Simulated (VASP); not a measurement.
Set up this calculation in VASP 6.6.1, as the native input.

```
Task                   : relaxation of cell and atoms
Functional             : PBE
Potentials or basis    : VASP PAW PBE potentials, release 64 (Se)
Cutoff                 : 600 eV
k mesh                 : 15 × 15 × 8
Occupations            : fermi-dirac, width 0.1 eV
Spin                   : no spin polarisation
Target pressure        : 29 GPa
Dipole correction      : no
Further INCAR settings : ALGO = Normal; EDIFF = 1e-07; IBRION = 2; EDIFFG = -0.005; NSW = 60; ISIF = 3
```

The structure of Se lies in POSCAR:

```
Se
1.0
    2.8400473418      0.0000000000      0.0000000000
   -1.4200236709      2.4595531460      0.0000000000
    0.0000000000      0.0000000000      4.6008766937
Se
2
Direct
    0.3333333333      0.6666666667      0.2500000000
    0.6666666667      0.3333333333      0.7500000000
```

The input as run:

INCAR

```
SYSTEM = Se
PREC     = Accurate       ! precision mode
ENCUT    = 600            ! plane-wave cutoff, eV
EDIFF    = 1E-7           ! SCF threshold, eV
ISMEAR   = -1             ! smearing method
SIGMA    = 0.1            ! smearing width, eV
LREAL    = .False.        ! projectors in reciprocal space
LASPH    = .True.         ! aspherical terms in the spheres
NELM     = 80             ! most SCF steps
ALGO     = Normal         ! electronic algorithm
ISIF     = 3              ! what is computed and relaxed
LWAVE    = .False.        ! write WAVECAR
LCHARG   = .False.        ! write CHGCAR
GGA      = PE             ! functional
IBRION   = 2              ! ionic algorithm
NSW      = 60             ! ionic steps
EDIFFG   = -0.005         ! ionic threshold
PSTRESS  = 290.0
```

KPOINTS

```
regular mesh
0
Gamma
  15 15 8
  0 0 0
```

Potentials or basis: VASP PAW PBE potentials, release 64 (Se).

Run with:

```bash
$ cat potpaw_PBE.64/Se/POTCAR > POTCAR
$ mpirun -np 1 vasp_std > vasp.out
```

It gave:

| Property | Result |
| --- | --- |
| Relaxed volume | 16.72 Å³/atom |
| Relaxed cell | a = 3.181 Å, b = 3.181 Å, c = 3.816 Å, α = 90.00°, β = 90.00°, γ = 120.00° |
| Space group after relaxing (to 0.05 Å) | P6_3/mmc (No. 194) |
| Energy change on relaxing (the enthalpy is what falls) | -268.2 meV/atom |
| Ionic steps | 15 |
| Pressure after relaxing | 29.0 GPa |
| Band gap on the k mesh | zero (band 6 reaches 10.17 eV, above the bottom of band 7 at 5.91 eV) |

Caveat: the cell is relaxed towards a set pressure, so the enthalpy falls and the energy may rise.

It took 8.4 min on 1 thread of Oxide Virtual Turin-like Processor (shared host), peak memory 0.17 GiB.
